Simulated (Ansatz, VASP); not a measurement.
## One calculation of B, two programs

POSCAR

```
B
1.0
    1.9100486345      0.0000000000      0.0000000000
    0.0000000000      1.9100486345      0.0000000000
    0.0000000000      0.0000000000      1.9100486345
B
1
Direct
    0.5000000000      0.5000000000      0.5000000000
```

File INCAR.step1:

```
ALGO     = Normal         # electronic algorithm
EDIFF    = 1E-5           # SCF threshold, eV
ENCUT    = 520            # plane-wave cutoff, eV
GGA      = PE             # functional
ISIF     = 2              # what is computed and relaxed
ISMEAR   = -1             # smearing method
LASPH    = T              # aspherical terms in the spheres
LCHARG   = F              # write CHGCAR
LREAL    = F              # projectors in reciprocal space
LWAVE    = T              # write WAVECAR
NBANDS   = 8              # bands
NELM     = 60             # most SCF steps
PREC     = Accurate       # precision mode
SIGMA    = 0.05           # smearing width, eV
```

File INCAR.step2:

```
AEXX     = 0.25           # exact-exchange fraction
ALGO     = Normal         # electronic algorithm
EDIFF    = 1E-7           # SCF threshold, eV
ENCUT    = 520            # plane-wave cutoff, eV
GGA      = PE             # functional
ISIF     = 2              # what is computed and relaxed
ISMEAR   = -1             # smearing method
ISTART   = 1            
LASPH    = T              # aspherical terms in the spheres
LCHARG   = F              # write CHGCAR
LHFCALC  = T              # exact exchange
LREAL    = F              # projectors in reciprocal space
LWAVE    = F              # write WAVECAR
NBANDS   = 8              # bands
NELM     = 60             # most SCF steps
PREC     = Accurate       # precision mode
PRECFOCK = Normal       
SIGMA    = 0.05           # smearing width, eV
```

File KPOINTS:

```
k-points
0
Gamma
  7 7 7
```

The input input.yaml:

```yaml
crystal:
  lattice:
    - [1.9100486345, 0.0, 0.0]
    - [0.0, 1.9100486345, 0.0]
    - [0.0, 0.0, 1.9100486345]
  atoms:
    - { symbol: B, position: [0.5, 0.5, 0.5] }
hamiltonian:
  xc: pbe0
  pseudopotentials: { kind: paw }
kpoints:
  mp_grid: { grid: [7, 7, 7] }
scf:
  occupations: { method: fermi_dirac, width: 0.05 }
output:
  forces: true
  stress: true
  eigenvalues: true
```

Alike in both runs: task single point; functional PBE0; k mesh 7 × 7 × 7; occupations fermi-dirac, width 0.05 eV; no spin polarisation.

|  | VASP | Ansatz |
| --- | --- | --- |
| version | VASP 6.6.1 | Ansatz 0.2.0 |
| potentials or method | VASP PAW PBE potentials, release 64 (B) | Ansatz PAW |
| plane-wave cutoff (eV) | 520 | 420 |
| valence electrons in the cell | 3 | 3 |

Ansatz gave:

- gap on the k mesh at the Fermi level (eV): none
- pressure (GPa): -13.5

**Question.** Estimate VASP's values.

**Answer.** gap on the k mesh at the Fermi level (eV): none; pressure (GPa): -13.7.

A gap of «none» marks a metal or a gap that the smearing closes. The functional is the same, so the differences come from potentials, cutoffs and numerics.

The k mesh is coarse, so the values compare programs but aren't converged.
